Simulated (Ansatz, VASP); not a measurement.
# Mg5O: VASP beside Ansatz

```
Mg O
1.0
     3.10000    0.00000    0.00000
    -1.55000    2.68468    0.00000
     0.00000    0.00000   11.50000
Mg O
5 1
Cartesian
  0.0000 1.7898 1.2650
  1.5500 0.8949 10.2350
  0.0000 0.0000 5.7500
  0.0000 1.7898 7.9925
  1.5500 0.8949 3.5075
  0.0000 0.0000 0.0000
```

Alike in both runs: task relaxation of cell and atoms; functional PBE; k mesh 6 × 6 × 2; occupations gaussian, width 0.2 eV; no spin polarisation.

|  | VASP | Ansatz |
| --- | --- | --- |
| version | VASP 6.6.1 | Ansatz 0.2.0 |
| potentials or method | VASP PAW PBE potentials, release 64 (Mg, O), cutoff 600 eV | scalar-relativistic, plane waves, PAW |
| valence electrons in the cell | 16 | 56 |

VASP gave:

```
gap on the k mesh at the Fermi level, each at its own relaxed structure (eV) : none
relaxed volume (Å³/atom)                                                     : 18.22
relaxed cell length with the largest relative difference (Å)                 : 3.139
```

Problem. Which values does Ansatz return?

Solution. gap on the k mesh at the Fermi level, each at its own relaxed structure (eV): none; relaxed volume (Å³/atom): 18.21; relaxed cell length with the largest relative difference (Å): 3.137.

A gap of «none» marks a metal or a gap that the smearing closes. VASP's potentials hold 16 valence electrons a cell and Ansatz's 56, so a difference there can come from the potentials and not from the codes.

The k mesh is coarse, so the values compare programs but aren't converged.
